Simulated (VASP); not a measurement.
A run of VASP 6.6.1 is set up as follows.

The input INCAR:

```
PREC = Accurate ; ENCUT = 520
EDIFF = 1E-6 ; ISMEAR = 0
SIGMA = 0.1 ; LREAL = F
LASPH = T ; NELM = 80
ALGO = Fast ; ISIF = 2
LWAVE = F ; LCHARG = F
GGA = PS ; NBANDS = 30
```

Contents of KPOINTS:

```
Automatic mesh
0
Gamma
  24 24 6
```

POSCAR

```
Ag
1.0
    2.8101129725      0.0000000000      0.0000000000
   -1.4050564862      2.4336292217      0.0000000000
    0.0000000000      0.0000000000      9.5221490718
Ag
4
Direct
    0.0000000000      0.0000000000      0.0000000000
    0.0000000000      0.0000000000      0.5000000000
    0.3333333333      0.6666666667      0.2500000000
    0.6666666667      0.3333333333      0.7500000000
```

Potentials or basis: VASP PAW PBE potentials, release 64 (Ag).

Run with:

```console
$ cat potpaw_PBE.64/Ag/POTCAR > POTCAR
$ mpirun -np 1 vasp_std > vasp.out
```

Q: Estimate the pressure.

A: 2.9 GPa.

Q: Estimate the band gap on the k mesh.

A: Zero (bands 22 and 23 overlap by 6.89 eV).

Stress tensor (GPa, compression positive):
```
 4.45  0.00  0.00
 0.00  4.45  0.00
 0.00  0.00 -0.28
```

Caveat: the cell differs from its parent crystal (biaxial strain in the a-b plane: -2.0 %, then relaxed in part); the PAW data sets were made with another functional, which shifts forces and pressure a little.
